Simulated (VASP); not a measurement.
Runs of VASP 6.6.1 on CoO. The structure is that of space group P6_3mc (No. 186), or close to it. The cells are those of the table. 

| task | level | cell | k mesh | gap on the mesh (eV) | pressure (GPa) | moment (μB) | largest force (eV/Å) |
| --- | --- | --- | --- | --- | --- | --- | --- |
| vibrations by perturbation theory | PBEsol | a = 3.198, b = 3.198, c = 5.229 Å, angles 90.0, 90.0, 120.0°, 4 atoms | 8 × 8 × 6 | - | - | 5.78 | - |
| single point | r2SCAN | a = 3.260, b = 3.260, c = 5.331 Å, angles 90.0, 90.0, 120.0°, 4 atoms | 10 × 10 × 5 | 0.51 | -6.2 | 6.00 | 0.40 |
| single point | r2SCAN | a = 3.219, b = 3.219, c = 5.263 Å, angles 90.0, 90.0, 120.0°, 4 atoms | 10 × 10 × 5 | (a) | (b) | 6.00 | 0.44 |
| single point | r2SCAN | a = 3.240, b = 3.240, c = 5.298 Å, angles 90.0, 90.0, 120.0°, 4 atoms | 10 × 10 × 5 | 0.53 | -3.7 | 6.00 | 0.42 |

Alike in all rows: potentials or basis VASP PAW PBE potentials, release 64 (Co, O); spin collinear, ferromagnetic start; cutoff (eV) 520; smearing fermi-dirac 0.05 eV.

Fill in the values left out.

(a) 0.54; (b) -1.0.

Caveats: the PAW data sets were made with another functional, which shifts forces and pressure a little; semilocal functionals underestimate gaps, and a narrow one can read as zero (at least some runs); the cell stands under tension (at least some runs); the cell stands under pressure or tension, which shifts response properties (at least some runs).

A k mesh can miss the band edges.
